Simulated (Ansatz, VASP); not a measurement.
## Two plane-wave programs on Ga3Sb2As

The input INCAR:

```
SYSTEM = Ga3Sb2As
PREC = Accurate
ENCUT = 600
EDIFF = 1E-6
ISMEAR = 0
SIGMA = 0.1
LREAL = .FALSE.
LASPH = .TRUE.
NELM = 80
ALGO = Normal
ISIF = 3
LWAVE = .FALSE.
LCHARG = .FALSE.
GGA = PE
IBRION = 2
NSW = 90
EDIFFG = -0.04
```

Contents of KPOINTS:

```
regular mesh
0
G
  6 6 1
  0 0 0
```

Contents of POSCAR:

```
Ga3Sb2As
1.0
    4.0251217500      0.0000000000      0.0000000000
   -2.0125608700      3.4858576900      0.0000000000
    0.0000000000      0.0000000000     19.9143293800
Ga Sb As
6 4 2
Direct
    0.3333333300      0.6666666700      0.3333280300
    0.3333333300      0.6666666700      0.6666613600
    0.3333333300      0.6666666700      0.9999947000
    0.6666666700      0.3333333300      0.1666613600
    0.6666666700      0.3333333300      0.4999947000
    0.6666666700      0.3333333300      0.8333280300
    0.3333333300      0.6666666700      0.1246719700
    0.3333333300      0.6666666700      0.7913386300
    0.6666666700      0.3333333300      0.2913386300
    0.6666666700      0.3333333300      0.6246719700
    0.3333333300      0.6666666700      0.4580053000
    0.6666666700      0.3333333300      0.9580053000
```

Input for Ansatz:

```yaml
crystal:
  lattice:
    - [4.02512175, 0.0, 0.0]
    - [-2.01256087, 3.48585769, 0.0]
    - [0.0, 0.0, 19.91432938]
  atoms:
    - { symbol: Ga, position: [0.33333333, 0.66666667, 0.33332803] }
    - { symbol: Ga, position: [0.33333333, 0.66666667, 0.66666136] }
    - { symbol: Ga, position: [0.33333333, 0.66666667, 0.9999947] }
    - { symbol: Ga, position: [0.66666667, 0.33333333, 0.16666136] }
    - { symbol: Ga, position: [0.66666667, 0.33333333, 0.4999947] }
    - { symbol: Ga, position: [0.66666667, 0.33333333, 0.83332803] }
    - { symbol: Sb, position: [0.33333333, 0.66666667, 0.12467197] }
    - { symbol: Sb, position: [0.33333333, 0.66666667, 0.79133863] }
    - { symbol: Sb, position: [0.66666667, 0.33333333, 0.29133863] }
    - { symbol: Sb, position: [0.66666667, 0.33333333, 0.62467197] }
    - { symbol: As, position: [0.33333333, 0.66666667, 0.4580053] }
    - { symbol: As, position: [0.66666667, 0.33333333, 0.9580053] }
basis:
  ecutwfc: 420
kpoints:
  mp_grid: { grid: [6, 6, 1] }
hamiltonian:
  xc: pbe
scf:
  occupations: { method: gaussian, width: 0.1 }
  lower_state_search: "off"
output:
  forces: true
  stress: true
  eigenvalues: true
relax:
  adjacent_minimum: "off"
  f_tol: 0.04
  max_steps: 70
  cell: { stress_tol: 0.4 }
```

Alike in both runs: task relaxation of cell and atoms; functional PBE; k mesh 6 × 6 × 1; occupations gaussian, width 0.1 eV; no spin polarisation.

```csv
,VASP,Ansatz
version,VASP 6.6.1,Ansatz 0.2.0
potentials or method,"VASP PAW PBE potentials, release 64 (Ga_d, Sb, As), cutoff 600 eV","scalar-relativistic, plane waves, PAW"
valence electrons in the cell,108,168
```

```tsv
	VASP	Ansatz	Ansatz less VASP
gap on the k mesh at the Fermi level, each at its own relaxed structure (eV)	0.22	0.22	-0.003
relaxed volume (Å³/atom)	27.94	27.88	-0.059
relaxed length of the cell vector where the two differ most in proportion (Å)	4.282	4.277	-0.0047
```

VASP's potentials hold 108 valence electrons a cell and Ansatz's 168, so a difference there can come from the potentials and not from the codes.

Neither program's run includes spin-orbit coupling. Noted on VASP's run: the volume moved by over 15 % at a fixed basis, so the end points are rough.
